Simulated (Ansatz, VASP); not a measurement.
# Two plane-wave programs on BAs

File INCAR:

```
PREC = Accurate
ENCUT = 500
EDIFF = 1E-6
ISMEAR = 0
SIGMA = 0.01
LREAL = F
LASPH = T
NELM = 120
ALGO = Normal
ISIF = 2
LWAVE = F
LCHARG = F
GGA = PS
NBANDS = 11
GGA_COMPAT = F
```

File KPOINTS:

```
Automatic mesh
0
Gamma
  6 6 6
```

The input POSCAR:

```
BAs
1.0
    0.0000000000      2.3918698977      2.3918698977
    2.3918698977      0.0000000000      2.3918698977
    2.3918698977      2.3918698977      0.0000000000
B As
1 1
Direct
    0.0000000000      0.0000000000      0.0000000000
    0.2500000000      0.2500000000      0.2500000000
```

Input for Ansatz:

```yaml
crystal:
  lattice:
    - [0.0, 2.3918698977, 2.3918698977]
    - [2.3918698977, 0.0, 2.3918698977]
    - [2.3918698977, 2.3918698977, 0.0]
  atoms:
    - { symbol: B, position: [0.0, 0.0, 0.0] }
    - { symbol: As, position: [0.25, 0.25, 0.25] }
kpoints:
  mp_grid: { grid: [6, 6, 6] }
hamiltonian:
  xc: pbesol
scf:
  occupations: { method: fixed }
  n_extra_bands: 4
  mixing: { beta: 1.0 }
  max_iter: 85
output:
  forces: true
  stress: true
  eigenvalues: true
```

Alike in both runs: task single point; functional PBEsol; k mesh 6 × 6 × 6; no spin polarisation.

|  | VASP | Ansatz |
| --- | --- | --- |
| version | VASP 6.6.1 | Ansatz 0.2.0 |
| potentials or method | VASP PAW PBE potentials, release 64 (B, As) | plane waves |
| plane-wave cutoff (eV) | 500 | 420 |
| occupations | gaussian, width 0.01 eV | fixed |
| valence electrons in the cell | 8 | 18 |

Ansatz gave:

| Property | Result |
| --- | --- |
| gap on the k mesh at the Fermi level (eV) | 1.19 |
| pressure (GPa) | -1.3 |

Problem. What did VASP give for the same quantities?

Solution. gap on the k mesh at the Fermi level (eV): 1.18; pressure (GPa): -0.5.

VASP's potentials were made for PBE, not for PBEsol. VASP's potentials hold 8 valence electrons a cell and Ansatz's 18, so a difference there can come from the potentials and not from the codes.
